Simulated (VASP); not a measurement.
## Cu: single point with PBE

Crystal: Cu.

```
CELL_PARAMETERS angstrom
0.00000 1.81306 1.81306
1.81306 0.00000 1.81306
1.81306 1.81306 0.00000
ATOMIC_POSITIONS crystal
Cu 0.00000 0.00000 0.00000
```

```
Program             : VASP 6.6.1
Task                : single point
Functional          : PBE
Potentials or basis : VASP PAW PBE potentials, release 64 (Cu)
Cutoff              : 600 eV
k mesh              : 20 × 20 × 20
Occupations         : gaussian, width 0.05 eV
Spin                : non-collinear spin, zero start, spin-orbit coupling
Starting moments    : [[0.0, 0.0, 0.0]] μB
```

| Quantity | Value |
| --- | --- |
| Pressure | 1.1 GPa |
| Net moment | 0.00 μB per cell |
| Valence electrons inside the program's atomic spheres | Cu 9.99 |

Moments on the atoms (μB; x, y, z):
```
Cu  0.00 0.00 0.00
```

Wall time 2 min on 1 thread of Intel Xeon 6975P-C, on a shared host, peak memory 0.25 GiB.
